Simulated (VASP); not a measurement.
A run of VASP 6.6.1:

Contents of INCAR:

```
PREC     = Accurate       # precision mode
ENCUT    = 520            # plane-wave cutoff, eV
EDIFF    = 1E-6           # SCF threshold, eV
ISMEAR   = 0              # smearing method
SIGMA    = 0.15           # smearing width, eV
LREAL    = False          # projectors in reciprocal space
LASPH    = True           # aspherical terms in the spheres
NELM     = 80             # most SCF steps
ALGO     = Normal         # electronic algorithm
ISIF     = 2              # what is computed and relaxed
LWAVE    = False          # write WAVECAR
LCHARG   = True           # write CHGCAR
GGA      = PS             # functional
LELF     = True           # ELF
LVHAR    = True         
NBANDS   = 11             # bands
```

Contents of KPOINTS:

```
regular mesh
0
Gamma
  14 14 14
```

The input POSCAR:

```
Ca
1.0
    0.0000000000      2.9059680000      2.6824320000
    2.9059680000      0.0000000000      2.6824320000
    2.9059680000      2.9059680000      0.0000000000
Ca
1
Direct
    0.0000000000      0.0000000000      0.0000000000
```

Potentials or basis: VASP PAW PBE potentials, release 64 (Ca_sv).

Run with:

```sh
$ cat potpaw_PBE.64/Ca_sv/POTCAR > POTCAR
$ mpirun -np 1 vasp_std > vasp.out
```

Hardware: 1 thread of Intel(R) Xeon(R) 6975P-C (Granite Rapids), on a shared host.

Estimate the wall time of this run.

It took 37 s on 1 thread of Intel(R) Xeon(R) 6975P-C (Granite Rapids), on a shared host, peak memory 0.26 GiB. Counts: scf iterations 10, k points 244.
